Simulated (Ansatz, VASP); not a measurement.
TaN in VASP and in Ansatz

Contents of INCAR:

```
SYSTEM = TaN
ALGO     = Normal         ! electronic algorithm
EDIFF    = 1E-7           ! SCF threshold, eV
ENCUT    = 520            ! plane-wave cutoff, eV
ISIF     = 2              ! what is computed and relaxed
ISMEAR   = -1             ! smearing method
LASPH    = .TRUE.         ! aspherical terms in the spheres
LCHARG   = .TRUE.         ! write CHGCAR
LELF     = .TRUE.         ! ELF
LREAL    = .FALSE.        ! projectors in reciprocal space
LVHAR    = .TRUE.       
LWAVE    = .FALSE.        ! write WAVECAR
NBANDS   = 15             ! bands
NELM     = 100            ! most SCF steps
PREC     = Accurate       ! precision mode
SIGMA    = 0.05           ! smearing width, eV
```

The input KPOINTS:

```
k-points
0
G
  10 10 10
  0 0 0
```

Contents of POSCAR:

```
TaN
1.0
    0.0000000000      2.1964814589      2.1964814589
    2.1964814589      0.0000000000      2.1964814589
    2.1964814589      2.1964814589      0.0000000000
Ta N
1 1
Direct
    0.5000000000      0.5000000000      0.5000000000
    0.0000000000      0.0000000000      0.0000000000
```

File input.yaml:

```yaml
crystal:
  lattice:
    - [0.0, 2.1964814589, 2.1964814589]
    - [2.1964814589, 0.0, 2.1964814589]
    - [2.1964814589, 2.1964814589, 0.0]
  atoms:
    - { symbol: Ta, position: [0.5, 0.5, 0.5] }
    - { symbol: "N", position: [0.0, 0.0, 0.0] }
kpoints:
  mp_grid: { grid: [10, 10, 10] }
scf:
  occupations: { method: fermi_dirac, width: 0.05 }
hamiltonian:
  xc: lda
  pseudopotentials: { kind: all_electron, lapw: { basis_error: 0.001 } }
output:
  forces: true
  stress: true
  eigenvalues: true
```

Change from the starting cell: volume scaled by 0.98.

Alike in both runs: task single point; functional LDA; k mesh 10 × 10 × 10; occupations fermi-dirac, width 0.05 eV; no spin polarisation.

```csv
,VASP,Ansatz
version,VASP 6.6.1,Ansatz 0.2.0
potentials or method,"VASP PAW LDA potentials, release 64 (Ta_pv, N), cutoff 520 eV","all-electron LAPW, scalar-relativistic"
```

VASP gave:

| Quantity | Value |
| --- | --- |
| gap on the k mesh at the Fermi level (eV) | none |
| pressure (GPa) | -9.0 |

Task: Which values does Ansatz return?

Result: gap on the k mesh at the Fermi level (eV): none; pressure (GPa): -10.9.

LDA's correlation is that of Perdew and Zunger in VASP and of Perdew and Wang (1992) in Ansatz. A gap of «none» marks a metal or a gap that the smearing closes. Ansatz ran all-electron here, and VASP with PAW potentials.

Neither program's run includes spin-orbit coupling.
